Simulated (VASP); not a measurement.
A run of VASP 6.6.1 is set up as follows.

The input INCAR:

```
SYSTEM = BN
ALGO = Normal ; EDIFF = 1E-8
ENCUT = 520 ; IBRION = 6
ISIF = 2 ; ISMEAR = 0
LASPH = .TRUE. ; LCHARG = .FALSE.
LMIXTAU = .TRUE. ; LREAL = .FALSE.
LWAVE = .FALSE. ; METAGGA = R2SCAN
NBANDS = 16 ; NELM = 60
NFREE = 2 ; NSW = 1
POTIM = 0.015 ; PREC = Accurate
SIGMA = 0.05
```

Contents of KPOINTS:

```
k-points
0
G
  10 10 6
  0 0 0
```

Contents of POSCAR:

```
BN
1.0
    0.0000000000     -1.8048137541     -1.8048137541
    0.0000000000      1.8048137541     -1.8048137541
    3.6096275082      0.0000000000      0.0000000000
B N
2 2
Direct
    0.5000000000      0.5000000000      0.5000000000
    0.0000000000      0.0000000000      0.0000000000
    1.0000000000      0.5000000000      0.2500000000
    0.5000000000      0.0000000000      0.7500000000
```

Potentials or basis: VASP PAW PBE potentials, release 64 (B, N).

Run with:

```console
$ cat potpaw_PBE.64/B/POTCAR potpaw_PBE.64/N/POTCAR > POTCAR
$ mpirun -np 1 vasp_std > vasp.out
```

Estimate the highest phonon frequency at Γ, LO-TO splitting left out.

1171 cm⁻¹.

Phonon frequencies in cm⁻¹ (negative: imaginary):
```csv
q point,frequencies
"(0.000, 0.000, 0.000)",0 0 0 715 715 902 902 1027 1045 1045 1045 1171
```

Caveat: the cell stands under pressure or tension, which shifts response properties.
